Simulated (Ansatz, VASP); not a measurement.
**One calculation of BeNiTe6, two programs**

```
CELL_PARAMETERS angstrom
3.26388 5.65321 0.00000
-3.26388 5.65321 0.00000
0.00000 -3.76880 5.84701
ATOMIC_POSITIONS crystal
Be 0.50000 0.50000 0.50000
Ni 0.00000 0.00000 0.00000
Te 0.23900 0.61900 0.76000
Te 0.90200 0.23900 0.76000
Te 0.61900 0.90200 0.76000
Te 0.76100 0.38100 0.24000
Te 0.09800 0.76100 0.24000
Te 0.38100 0.09800 0.24000
```

Alike in both runs: task single point; functional PBE; k mesh 6 × 6 × 6; no spin polarisation.

|  | VASP | Ansatz |
| --- | --- | --- |
| version | VASP 6.6.1 | Ansatz 0.2.0 |
| potentials or method | VASP PAW PBE potentials, release 64 (Be, Ni, Te), cutoff 520 eV | PAW plane waves |
| occupations | fermi-dirac, width 0.1 eV | fermi-dirac |
| valence electrons in the cell | 48 | 116 |

Ansatz gave:

- pressure (GPa): 0.9
- traceless stress, the component that is largest in VASP (GPa): -1.46
- rms of the force components (eV/Å): 0.674

Task: Estimate VASP's values.

Result: Pressure (GPa): 0.8; traceless stress, the component that is largest in VASP (GPa): -1.46; rms of the force components (eV/Å): 0.667.

Atom by atom the forces differ by 0.007 eV/Å (rms over components). VASP's potentials hold 48 valence electrons a cell and Ansatz's 116, so a difference there can come from the potentials and not from the codes. Ansatz's warnings: structure snapped to symmetry.

Spin-orbit coupling is off throughout.
